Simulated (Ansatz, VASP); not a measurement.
# ZnCd5S6: VASP beside Ansatz

```
CELL_PARAMETERS angstrom
4.13047 0.00000 0.00000
-2.06524 3.57709 0.00000
0.00000 0.00000 20.33140
ATOMIC_POSITIONS crystal
Zn 0.66667 0.33333 0.33333
Cd 0.33333 0.66667 0.83377
Cd 0.66667 0.33333 0.66342
Cd 0.33333 0.66667 0.17466
Cd 0.00000 0.00000 0.49313
Cd 0.00000 0.00000 0.00420
S 0.33333 0.66667 0.95953
S 0.66667 0.33333 0.44907
S 0.66667 0.33333 0.78919
S 0.33333 0.66667 0.30081
S 0.00000 0.00000 0.61893
S 0.00000 0.00000 0.12996
```

Alike in both runs: functional PBE; k mesh 6 × 6 × 1; occupations gaussian, width 0.1 eV; no spin polarisation.

Ansatz relaxed the structure, and its values are those at the end. VASP's run is a single point on that final structure, the one shown.

|  | VASP | Ansatz |
| --- | --- | --- |
| version | VASP 6.6.1 | Ansatz 0.2.0 |
| potentials or method | VASP PAW PBE potentials, release 64 (Zn, Cd, S), cutoff 520 eV | scalar-relativistic, plane waves, PAW |
| valence electrons in the cell | 108 | 148 |

```tsv
	VASP	Ansatz	Ansatz less VASP
gap on the k mesh at the Fermi level (eV)	1.10	1.10	-0.001
least direct gap on the mesh (eV)	1.10	1.10	-0.001
pressure (GPa)	0.3	0.0	-0.28
rms of the force components (eV/Å)	0.007	0.004	-0.0026
```

The functional is the same, so the differences come from potentials, cutoffs and numerics. VASP's potentials hold 108 valence electrons a cell and Ansatz's 148, so a difference there can come from the potentials and not from the codes.
